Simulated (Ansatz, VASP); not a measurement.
**MgO in VASP and in Ansatz**

File INCAR:

```
PREC = Accurate ; ENCUT = 600
EDIFF = 1E-7 ; ISMEAR = 0
SIGMA = 0.02 ; LREAL = F
LASPH = T ; NELM = 120
ALGO = Normal ; ISIF = 3
LWAVE = F ; LCHARG = F
GGA = PE ; IVDW = 12
IBRION = 2 ; NSW = 100
EDIFFG = -0.01 ; GGA_COMPAT = F
NELMIN = 4
```

Contents of KPOINTS:

```
Automatic mesh
0
Gamma
  10 10 10
```

POSCAR

```
MgO
1.0
    0.0000000000      2.0970013100      2.0970013100
    2.0970013100      0.0000000000      2.0970013100
    2.0970013100      2.0970013100      0.0000000000
Mg O
1 1
Direct
    0.0000000000      0.0000000000      0.0000000000
    0.5000000000      0.5000000000      0.5000000000
```

Input for Ansatz:

```yaml
crystal:
  lattice:
    - [0.0, 2.09700131, 2.09700131]
    - [2.09700131, 0.0, 2.09700131]
    - [2.09700131, 2.09700131, 0.0]
  atoms:
    - { symbol: Mg, position: [0.0, 0.0, 0.0] }
    - { symbol: O, position: [0.5, 0.5, 0.5] }
basis:
  ecutwfc: 420
kpoints:
  mp_grid: { grid: [10, 10, 10] }
hamiltonian:
  xc: pbe
  dispersion: d3bj
scf:
  occupations: { method: gaussian, width: 0.02 }
output:
  forces: true
  stress: true
  eigenvalues: true
  write_density: true
  write_potential: true
  elf: true
  volumetric_format: npy
relax:
  adjacent_minimum: "off"
  f_tol: 0.01
  max_steps: 80
  cell: { stress_tol: 0.05 }
```

Alike in both runs: task relaxation of cell and atoms; functional PBE; dispersion D3(BJ); k mesh 10 × 10 × 10; occupations gaussian, width 0.02 eV; no spin polarisation.

```csv
,VASP,Ansatz
version,VASP 6.6.1,Ansatz 0.2.0
potentials or method,"VASP PAW PBE potentials, release 64 (Mg, O), cutoff 600 eV","scalar-relativistic, plane waves, PAW"
valence electrons in the cell,8,16
```

Ansatz gave:

* gap on the k mesh at the Fermi level, each at its own relaxed structure (eV): 4.77
* relaxed volume (Å³/atom): 9.31
* relaxed cell length with the largest relative difference (Å): 2.975

Question: Which values does VASP return?

Answer: gap on the k mesh at the Fermi level, each at its own relaxed structure (eV): 4.82; relaxed volume (Å³/atom): 9.26; relaxed cell length with the largest relative difference (Å): 2.969.

VASP's potentials hold 8 valence electrons a cell and Ansatz's 16, so a difference there can come from the potentials and not from the codes.
